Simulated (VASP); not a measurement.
# BN (e600) (P6_3mc) in VASP: notebook

BN (e600) is run at these levels: PBEsol; tasks: single point, relaxation of the atoms.

Program: VASP 6.6.1. These are calculated values, not measurements. Logs are shortened: lines on timing, memory, paths and dates and some standing lists are left out, and cuts for length are marked.

## Step 1: The cell of the first run

Symmetry: P6_3mc, No. 186, hexagonal system. The conventional cell has a = 2.542 Å, b = 2.542 Å, c = 4.161 Å, α = 90.00°, β = 90.00°, γ = 120.00°. B (site symmetry 3m) has 4 N at 1.56 Å within 2.1 Å. N (site symmetry 3m) has 4 B at 1.56 Å within 2.1 Å.

## Step 2: Single point, PBEsol (strained cell)

File INCAR:

```
SYSTEM = BN
PREC = Accurate ; ENCUT = 520
EDIFF = 1E-6 ; ISMEAR = 0
SIGMA = 0.02 ; LREAL = .FALSE.
LASPH = .TRUE. ; NELM = 100
ALGO = Normal ; ISIF = 2
LWAVE = .FALSE. ; LCHARG = .FALSE.
GGA = PS ; NBANDS = 16
```

File KPOINTS:

```
Automatic mesh
0
G
  9 9 6
  0 0 0
```

File POSCAR:

```
BN
1.0
    2.5423974551      0.0000000000      0.0000000000
   -1.2711987275      2.2017807826      0.0000000000
    0.0000000000      0.0000000000      4.1606277790
B N
2 2
Direct
    0.3333333333      0.6666666667     -0.0003417976
    0.6666666667      0.3333333333      0.4996582024
    0.3333333333      0.6666666667      0.3743417976
    0.6666666667      0.3333333333      0.8743417976
```

Potentials or basis: VASP PAW PBE potentials, release 64 (B, N).

The run is started by

```
$ cat potpaw_PBE.64/B/POTCAR potpaw_PBE.64/N/POTCAR > POTCAR
$ mpirun -np 1 vasp_std > vasp.out
```

OUTCAR:

```text
SYSTEM = BN
   PREC = Accurate
   ENCUT = 520
   EDIFF = 1E-6
   ISMEAR = 0
   LREAL = .FALSE.
   LASPH = .TRUE.
   NELM = 100
   ISIF = 2
   GGA = PS

 ion  position               nearest neighbor table
   1  0.333  0.667  1.000-   4 1.56   4 1.56   4 1.56   3 1.56
   2  0.667  0.333  0.500-   3 1.56   3 1.56   3 1.56   4 1.56
   3  0.333  0.667  0.374-   2 1.56   2 1.56   2 1.56   1 1.56
   4  0.667  0.333  0.874-   1 1.56   1 1.56   1 1.56   2 1.56

  LATTYP: Found a hexagonal cell.
 ALAT       =     2.5423974551
 C/A-ratio  =     1.6364977752

  Lattice vectors:

 A1 = (   2.5423974551,   0.0000000000,   0.0000000000)
 A2 = (  -1.2711987275,   2.2017807826,   0.0000000000)
 A3 = (   0.0000000000,   0.0000000000,   4.1606277790)

Analysis of symmetry for initial positions (statically):
=====================================================================
 Subroutine PRICEL returns:
 Original cell was already a primitive cell.

 Routine SETGRP: Setting up the symmetry group for a
 hexagonal supercell.

 Subroutine GETGRP returns: Found 12 space group operations
 (whereof  6 operations were pure point group operations)
 out of a pool of 24 trial point group operations.

The static configuration has the point symmetry C_3v.
 The point group associated with its full space group is C_6v.

Analysis of symmetry for dynamics (positions and initial velocities):
=====================================================================
 Subroutine PRICEL returns:
 Original cell was already a primitive cell.

 Routine SETGRP: Setting up the symmetry group for a
 hexagonal supercell.

 Subroutine GETGRP returns: Found 12 space group operations
 (whereof  6 operations were pure point group operations)
 out of a pool of 24 trial point group operations.

The dynamic configuration has the point symmetry C_3v.
 The point group associated with its full space group is C_6v.

 Subroutine INISYM returns: Found 12 space group operations
 (whereof  6 operations are pure point group operations),
 and found     1 'primitive' translations

----------------------------------------------------------------------------------------

                                     Primitive cell

  volume of cell :      23.2904

  direct lattice vectors                    reciprocal lattice vectors
     2.542397455  0.000000000  0.000000000     0.393329532  0.227088911  0.000000000
    -1.271198728  2.201780783  0.000000000     0.000000000  0.454177822  0.000000000
     0.000000000  0.000000000  4.160627779     0.000000000  0.000000000  0.240348345

  length of vectors
     2.542397455  2.542397455  4.160627779     0.454177822  0.454177822  0.240348345

  position of ions in fractional coordinates (direct lattice)
     0.333333333  0.666666667  0.999658202
     0.666666667  0.333333333  0.499658202
     0.333333333  0.666666667  0.374341798
     0.666666667  0.333333333  0.874341798

  ion indices of the primitive-cell ions
   primitive index   ion index
                 1           1
                 2           2
                 3           3
                 4           4

----------------------------------------------------------------------------------------

 KPOINTS: Automatic mesh

Automatic generation of k-mesh.
 Grid dimensions read from file:
 generate k-points for:    9    9    6

 Generating k-lattice:

  Cartesian coordinates                     Fractional coordinates (reciprocal lattice)
     0.043703281  0.025232101  0.000000000     0.111111111  0.000000000  0.000000000
     0.000000000  0.050464202  0.000000000     0.000000000  0.111111111  0.000000000
     0.000000000  0.000000000  0.040058057     0.000000000  0.000000000  0.166666667

  Length of vectors
     0.050464202  0.050464202  0.040058057

  Shift w.r.t. Gamma in fractional coordinates (k-lattice)
     0.000000000  0.000000000  0.000000000

 Subroutine IBZKPT returns following result:
 ===========================================

 Found     48 irreducible k-points:

 Following reciprocal coordinates:
            Coordinates               Weight
  0.000000  0.000000  0.000000      1.000000
  0.111111  0.000000  0.000000      6.000000
  0.222222  0.000000  0.000000      6.000000
  0.333333  0.000000  0.000000      6.000000
  0.444444  0.000000  0.000000      6.000000
  0.111111  0.111111  0.000000      6.000000
[... 16 lines left out ...]
  0.333333  0.222222  0.166667     24.000000
  0.333333  0.333333  0.166667      4.000000
 [... further k-points ...]
   k-points           NKPTS =     48   k-points in BZ     NKDIM =     48   number of bands    NBANDS=     16
   number of dos      NEDOS =    301   number of ions     NIONS =      4
   total plane-waves  NPLWV =  12800
   dimension x,y,z NGX =    20 NGY =   20 NGZ =   32
   dimension x,y,z NGXF=    40 NGYF=   40 NGZF=   64
   ions per type =               2   2
   NGX,Y,Z   is equivalent  to a cutoff of  13.08, 13.08, 12.79 a.u.
   NGXF,Y,Z  is equivalent  to a cutoff of  26.16, 26.16, 25.57 a.u.
 SYSTEM =  BN
   PREC   = accura    normal or accurate (medium, high low for compatibility)
   ISTART =      0    job   : 0-new  1-cont  2-samecut
   ICHARG =      2    charge: 1-file 2-atom 10-const
   ISPIN  =      1    spin polarized calculation?
   LNONCOLLINEAR =      F non collinear calculations
   LSORBIT =      F    spin-orbit coupling
   LASPH  =      T    aspherical Exc in radial PAW
   ENCUT  =  520.0 eV  38.22 Ry    6.18 a.u.   4.73  4.73  7.74*2*pi/ulx,y,z
   NELM   =    100;   NELMIN=  2; NELMDL= -5     # of ELM steps
   EDIFF  = 0.1E-05   stopping-criterion for ELM
   LREAL  =      F    real-space projection
   EDIFFG = 0.1E-04   stopping-criterion for IOM
   NSW    =      0    number of steps for IOM
   IBRION =     -1    ionic relax: 0-MD 1-quasi-New 2-CG
   NFREE  =      0    steps in history (QN), initial steepest desc. (CG)
   ISIF   =      2    stress and relaxation
   ISYM   =      2    0-nonsym 1-usesym 2-fastsym
   POTIM  = 0.5000    time-step for ionic-motion
   TEBEG  =    0.0;   TEEND  =   0.0 temperature during run
   PSTRESS=    0.0 pullay stress
   NELECT =      16.0000    total number of electrons
   NUPDOWN=      -1.0000    fix difference up-down
   EMIN   =  10.00;   EMAX   =-10.00  energy-range for DOS
   EFERMI =   0.00;   METHOD = LEGACY
   ISMEAR =     0;   SIGMA  =   0.02  broadening in eV -4-tet -1-fermi 0-gaus
   EFERMI_NEDOS =   21; number of points for ismear=-14 and -15
   IALGO  =     38    algorithm
   IMIX   =      4    mixing-type and parameters
     AMIX     =   0.40;   BMIX     =  1.00
     AMIX_MAG =   1.60;   BMIX_MAG =  1.00
  volume/ion in A,a.u.               =       5.82        39.29
  Fermi-wavevector in a.u.,A,eV,Ry     =   1.444517  2.729742 28.390321  2.086630
  Thomas-Fermi vector in A             =   2.562803
   LORBIT       =      0    0 simple, 1 ext, 2 COOP (PROOUT), +10 PAW based schemes
   GGA     = PS    functional components
   LHFCALC =     F    Hartree Fock is set to
   AEXX    =    0.0000 exact exchange contribution
   IVDW    =     0    specifies the selected vdW correction
   LEPSILON=     F    determine dielectric tensor
   LRPA    =     F    only Hartree local field effects (RPA)
 non-spin polarized calculation
 Gauss-broadening in eV      SIGMA  =   0.02
  energy-cutoff  :      520.00
  volume of cell :       23.29
 maximum number of plane-waves:       652
 NGX is ok and might be reduce to    20
   NGX =  9   NGY =  9   NGZ = 15

 number of electron      16.0000000 magnetization

 Free energy of the ion-electron system (eV)
  ---------------------------------------------------
  ext. energy  EPLUGINS =         0.00000000
  ---------------------------------------------------
  free energy    TOTEN  =       -36.61645072 eV

  energy without entropy =      -36.61645072  energy(sigma->0) =      -36.61645072

 E-fermi :   7.8732     XC(G=0): -13.0759

 val. band max:        7.6914632233   @ k =   0.0000   0.0000   0.0000
 cond. band min:      12.6751692552   @ k =   0.3333   0.3333   0.0000
 fundamental gap:      4.9837060319
 Fermi energy:         7.8731805363

 k-point     1 :       0.0000    0.0000    0.0000
  band No.  band energies     occupation
      1     -12.8967      2.00000
      2      -8.5278      2.00000
      3      -3.4214      2.00000
      4       5.4444      2.00000
      5       5.4444      2.00000
      6       7.4547      2.00000
[... 8 lines left out ...]
     15      19.6472      0.00000
     16      24.0829      0.00000

 k-point     2 :       0.1111    0.0000    0.0000
  band No.  band energies     occupation
      1     -12.6260      2.00000
      2      -8.3228      2.00000
      3      -3.1546      2.00000
      4       4.2585      2.00000
      5       4.9562      2.00000
      6       6.7109      2.00000
[... 8 lines left out ...]
     15      20.4217      0.00000
     16      23.6252      0.00000

 k-point     3 :       0.2222    0.0000    0.0000
  band No.  band energies     occupation
      1     -11.8294      2.00000
      2      -7.7659      2.00000
      3      -2.3735      2.00000
      4       1.7436      2.00000
      5       3.9700      2.00000
      6       4.5369      2.00000
[... 8 lines left out ...]
     15      22.2575      0.00000
     16      22.9049      0.00000

 k-point     4 :       0.3333    0.0000    0.0000
  band No.  band energies     occupation
      1     -10.5724      2.00000
      2      -7.1373      2.00000
      3      -1.1936      2.00000
      4      -0.6482      2.00000
      5       2.1581      2.00000
      6       3.0912      2.00000
[... 8 lines left out ...]
     15      23.8339      0.00000
     16      24.2469      0.00000
[... 324 lines left out ...]
 k-point    22 :       0.2222    0.2222    0.1667
  band No.  band energies     occupation
      1      -9.7173      2.00000
      2      -7.1641      2.00000
      3      -0.9584      2.00000
      4       0.0992      2.00000
      5       0.9051      2.00000
      6       2.1010      2.00000
[... 8 lines left out ...]
     15      23.1305      0.00000
     16      24.0745      0.00000

 k-point    23 :       0.3333    0.2222    0.1667
  band No.  band energies     occupation
      1      -8.3840      2.00000
      2      -7.0753      2.00000
      3      -1.6015      2.00000
      4      -0.4616      2.00000
      5       0.5660      2.00000
      6       1.9258      2.00000
[... 8 lines left out ...]
     15      23.7133      0.00000
     16      24.3454      0.00000

 k-point    24 :       0.3333    0.3333    0.1667
  band No.  band energies     occupation
      1      -7.4419      2.00000
      2      -7.4419      2.00000
      3      -1.6202      2.00000
      4      -0.2225      2.00000
      5      -0.2225      2.00000
      6       1.7785      2.00000
[... 8 lines left out ...]
     15      23.9623      0.00000
     16      23.9623      0.00000

 [... further k-points ...]

------------------------ aborting loop because EDIFF is reached ----------------------------------------

  FORCE on cell =-STRESS in cart. coord.  units (eV):
  Direction    XX          YY          ZZ          XY          YZ          ZX
  --------------------------------------------------------------------------------------
  -------------------------------------------------------------------------------------
  Total        0.1026240      0.1026240      1.6840676      0.0000000      0.0000000      0.0000000
  in kB        7.0596472      7.0596472    115.8493796      0.0000000      0.0000000      0.0000000
  external PRESSURE =      43.3228913 kB  Pullay stress =       0.0000000 kB

 VOLUME and BASIS-vectors are now :
 -----------------------------------------------------------------------------
  energy-cutoff  :      520.00
  volume of cell :       23.29
      direct lattice vectors                 reciprocal lattice vectors
     2.542397455  0.000000000  0.000000000     0.393329532  0.227088911  0.000000000
    -1.271198728  2.201780783  0.000000000     0.000000000  0.454177822  0.000000000
     0.000000000  0.000000000  4.160627779     0.000000000  0.000000000  0.240348345

 POSITION                                       TOTAL-FORCE (eV/Angst)
 -----------------------------------------------------------------------------------
     -0.00000      1.46785      4.15921        -0.000000     -0.000000      0.000254
      1.27120      0.73393      2.07889        -0.000000     -0.000000      0.000254
     -0.00000      1.46785      1.55750         0.000000     -0.000000     -0.000254
      1.27120      0.73393      3.63781        -0.000000      0.000000     -0.000254
 -----------------------------------------------------------------------------------
    total drift:                               -0.000000     -0.000000     -0.000327

  FREE ENERGIE OF THE ION-ELECTRON SYSTEM (eV)
  ---------------------------------------------------
  free  energy   TOTEN  =       -36.6164507200 eV

  energy  without entropy=      -36.6164507200  energy(sigma->0) =      -36.61645072
```

Run time: 8.9 s. Hardware: 1 thread of Intel Xeon Platinum 8375C at 2.90GHz (Ice Lake), shared host; peak memory 0.13 GiB.

What came out:

- Free energy: -36.6165 eV
- Pressure: 4.3 GPa
- Band gap on the k mesh: 4.98 eV, indirect (least direct gap 8.20 eV)

Caveat: the cell differs from its parent crystal (strained cell); the PAW data sets were made with another functional, which shifts forces and pressure a little.

## Step 3: Single point, PBEsol (strained cell)

File INCAR:

```
SYSTEM = BN
ALGO     = Normal         ! electronic algorithm
EDIFF    = 1E-6           ! SCF threshold, eV
ENCUT    = 520            ! plane-wave cutoff, eV
GGA      = PS             ! functional
ISIF     = 2              ! what is computed and relaxed
ISMEAR   = 0              ! smearing method
LASPH    = .TRUE.         ! aspherical terms in the spheres
LCHARG   = .FALSE.        ! write CHGCAR
LREAL    = .FALSE.        ! projectors in reciprocal space
LWAVE    = .FALSE.        ! write WAVECAR
NBANDS   = 16             ! bands
NELM     = 60             ! most SCF steps
PREC     = Accurate       ! precision mode
SIGMA    = 0.02           ! smearing width, eV
```

File KPOINTS:

```
k-points
0
G
  9 9 6
  0 0 0
```

Changes to POSCAR since step 2:

```diff
@@ -2,4 +2,4 @@
 1.0
-    2.5423974551      0.0000000000      0.0000000000
-   -1.2711987275      2.2017807826      0.0000000000
+    2.5421534747      0.0000000000      0.0000000000
+   -1.2710767373      2.2015694894      0.0000000000
     0.0000000000      0.0000000000      4.1606277790
```

Potentials or basis: VASP PAW PBE potentials, release 64 (B, N).

The run is started by

```
$ cat potpaw_PBE.64/B/POTCAR potpaw_PBE.64/N/POTCAR > POTCAR
$ mpirun -np 1 vasp_std > vasp.out
```

OUTCAR:

```text
SYSTEM = BN
   EDIFF = 1E-6
   ENCUT = 520
   GGA = PS
   ISIF = 2
   ISMEAR = 0
   LASPH = .TRUE.
   LREAL = .FALSE.
   NELM = 60
   PREC = Accurate

 ion  position               nearest neighbor table
   1  0.333  0.667  1.000-   4 1.56   4 1.56   4 1.56   3 1.56
   2  0.667  0.333  0.500-   3 1.56   3 1.56   3 1.56   4 1.56
   3  0.333  0.667  0.374-   2 1.56   2 1.56   2 1.56   1 1.56
   4  0.667  0.333  0.874-   1 1.56   1 1.56   1 1.56   2 1.56

  LATTYP: Found a hexagonal cell.
[... 656 lines left out ...]

  FORCE on cell =-STRESS in cart. coord.  units (eV):
  Direction    XX          YY          ZZ          XY          YZ          ZX
  --------------------------------------------------------------------------------------
  -------------------------------------------------------------------------------------
  Total        0.1181076      0.1181076      1.6858751      0.0000000      0.0000000     -0.0000000
  in kB        8.1263506      8.1263506    115.9959813      0.0000000      0.0000000     -0.0000000
  external PRESSURE =      44.0828941 kB  Pullay stress =       0.0000000 kB

 VOLUME and BASIS-vectors are now :
 -----------------------------------------------------------------------------
  energy-cutoff  :      520.00
  volume of cell :       23.29
      direct lattice vectors                 reciprocal lattice vectors
     2.542153475  0.000000000  0.000000000     0.393367281  0.227110706  0.000000000
    -1.271076737  2.201569489  0.000000000     0.000000000  0.454221411  0.000000000
     0.000000000  0.000000000  4.160627779     0.000000000  0.000000000  0.240348345

 POSITION                                       TOTAL-FORCE (eV/Angst)
 -----------------------------------------------------------------------------------
     -0.00000      1.46771      4.15921        -0.000000      0.000000      0.000634
      1.27108      0.73386      2.07889         0.000000      0.000000      0.000634
     -0.00000      1.46771      1.55750        -0.000000      0.000000     -0.000634
      1.27108      0.73386      3.63781         0.000000     -0.000000     -0.000634
 -----------------------------------------------------------------------------------
    total drift:                               -0.000000     -0.000000     -0.000330

  FREE ENERGIE OF THE ION-ELECTRON SYSTEM (eV)
  ---------------------------------------------------
  free  energy   TOTEN  =       -36.6164241959 eV

  energy  without entropy=      -36.6164241959  energy(sigma->0) =      -36.61642420
```

OSZICAR:

```text
N       E                     dE             d eps       ncg     rms          rms(c)
DAV:   1     0.379471033731E+02    0.37947E+02   -0.83470E+03  1536   0.977E+02
DAV:   2    -0.362858440034E+02   -0.74233E+02   -0.69662E+02  2192   0.232E+02
DAV:   3    -0.385623389677E+02   -0.22765E+01   -0.22704E+01  1776   0.378E+01
DAV:   4    -0.385677808645E+02   -0.54419E-02   -0.54413E-02  1848   0.206E+00
DAV:   5    -0.385677945626E+02   -0.13698E-04   -0.13698E-04  1712   0.975E-02    0.941E+00
DAV:   6    -0.368279111934E+02    0.17399E+01   -0.20483E+00  1968   0.129E+01    0.457E+00
DAV:   7    -0.366580237708E+02    0.16989E+00   -0.30536E-01  1952   0.439E+00    0.270E+00
DAV:   8    -0.366175263374E+02    0.40497E-01   -0.50405E-02  1864   0.175E+00    0.246E-01
DAV:   9    -0.366163419012E+02    0.11844E-02   -0.19848E-03  1752   0.500E-01    0.128E-01
DAV:  10    -0.366164230121E+02   -0.81111E-04   -0.24328E-04  1848   0.127E-01    0.196E-02
DAV:  11    -0.366164241117E+02   -0.10996E-05   -0.19684E-05  1968   0.409E-02    0.118E-02
DAV:  12    -0.366164241959E+02   -0.84221E-07   -0.27961E-06  1680   0.165E-02
   1 F= -.36616424E+02 E0= -.36616424E+02  d E =-.420817E-40
```

Run time: 9.4 s. Hardware: 1 thread of Intel Xeon Platinum 8375C at 2.90GHz (Ice Lake), shared host; peak memory 0.14 GiB.

What came out:

* Free energy: -36.6164 eV
* Pressure: 4.4 GPa
* Band gap on the k mesh: 4.98 eV, indirect (least direct gap 8.20 eV)

Caveat: the cell differs from its parent crystal (strained cell); the PAW data sets were made with another functional, which shifts forces and pressure a little.

## Step 4: Single point, PBEsol

File INCAR:

```
SYSTEM = BN
  ALGO = Normal
  EDIFF = 1E-7
  ENCUT = 520
  GGA = PS
  ISIF = 2
  ISMEAR = 0
  LASPH = .True.
  LCHARG = .False.
  LREAL = .False.
  LWAVE = .False.
  NBANDS = 16
  NELM = 60
  PREC = Accurate
  SIGMA = 0.01
```

File KPOINTS:

```
k-points
0
Gamma
  9 9 6
  0 0 0
```

POSCAR is that of step 3.

The run is started by

```
$ cat potpaw_PBE.64/B/POTCAR potpaw_PBE.64/N/POTCAR > POTCAR
$ mpirun -np 1 vasp_std > vasp.out
```

It took 11 s on 1 thread of Intel Xeon Platinum 8375C at 2.90GHz (Ice Lake), shared host; peak memory 0.13 GiB.

The run converged. Its results:

| Property | Result |
| --- | --- |
| Free energy | -36.6164 eV |
| Pressure | 4.4 GPa |
| Band gap on the k mesh | 4.98 eV, indirect (least direct gap 8.20 eV) |

Stress tensor (GPa, compression positive):
```
 0.81  0.00  0.00
 0.00  0.81  0.00
 0.00  0.00 11.60
```

Levels at points of the mesh, in eV from the valence-band top:
```tsv
k point	band 4	band 5	band 6	band 7	band 8	band 9	band 10	band 11	band 12	band 13
(0.00, 0.00, 0.00)	-2.25	-2.25	-0.24	0.00	0.00	8.27	8.27	8.96	9.45	10.81
(0.00, 0.00, 0.50)	-5.71	-1.25	-1.25	-1.25	-1.25	9.42	9.42	9.88	9.88	9.88
```

Caveat: the PAW data sets were made with another functional, which shifts forces and pressure a little.

[end of part 1 of 2]
